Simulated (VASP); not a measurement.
Here is a VASP 6.6.1 calculation.

File INCAR:

```
PREC = Accurate ; ENCUT = 500
EDIFF = 1E-6 ; ISMEAR = -1
SIGMA = 0.1 ; LREAL = False
LASPH = True ; NELM = 120
ALGO = Normal ; ISIF = 2
LWAVE = False ; LCHARG = True
GGA = PE ; LELF = True
LVHAR = True ; NBANDS = 11
GGA_COMPAT = False
```

File KPOINTS:

```
Automatic mesh
0
Gamma
  5 5 5
```

The input POSCAR:

```
Hf
1.0
    4.4333760000      0.0000000000      0.0000000000
    0.0000000000      4.4333760000      0.0000000000
    0.0000000000      0.0000000000      4.4333760000
Hf
1
Direct
    0.0000000000      0.0000000000      0.0000000000
```

Potentials or basis: VASP PAW PBE potentials, release 64 (Hf_pv).

The run is started by

```console
$ cat potpaw_PBE.64/Hf_pv/POTCAR > POTCAR
$ mpirun -np 1 vasp_std > vasp.out
```

What does it give for the band gap on the k mesh?

Zero (band 5 reaches -0.89 eV, above the bottom of band 6 at -1.28 eV).

Predict the pressure.

-6.1 GPa.

Caveat: spin-orbit coupling is left out, which moves the levels of the heavy elements.
